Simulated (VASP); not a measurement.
Crystal: HfO2.

```
Hf O
1.0
     3.55802    0.00000    0.00000
     0.00000    3.55802    0.00000
     0.00000    0.00000    5.17186
Hf O
2 4
Direct
  0.50000 0.50000 0.50000
  0.00000 0.00000 0.00000
  0.00000 0.50000 0.69721
  0.50000 0.00000 0.80279
  0.50000 0.00000 0.30279
  0.00000 0.50000 0.19721
```

Base run:

- Program: VASP 6.6.1
- Functional: PBE
- Potentials or basis: VASP PAW PBE potentials, release 64 (Hf_pv, O)
- Cutoff: 520 eV
- k mesh: 6 × 6 × 4
- Occupations: gaussian, width 0.01 eV
- Spin: no spin polarisation

Its results: band gap on the k mesh 4.76 eV, indirect (least direct gap 4.83 eV); pressure 6.5 GPa; largest force 0.099 eV/Å.

Problem. The run is repeated on the same cell with these changes: functional from PBE to revPBE. What comes out?

Solution. Band gap on the k mesh 4.81 eV, indirect (least direct gap 4.88 eV); pressure 10.2 GPa; largest force 0.116 eV/Å.

revPBE binds less tightly than PBE, so the same cell stands under more pressure.

Caveats: spin-orbit coupling is left out, which moves the levels of the heavy elements; the PAW data sets were made with another functional, which shifts forces and pressure a little (some runs).

A k mesh can miss the band edges.
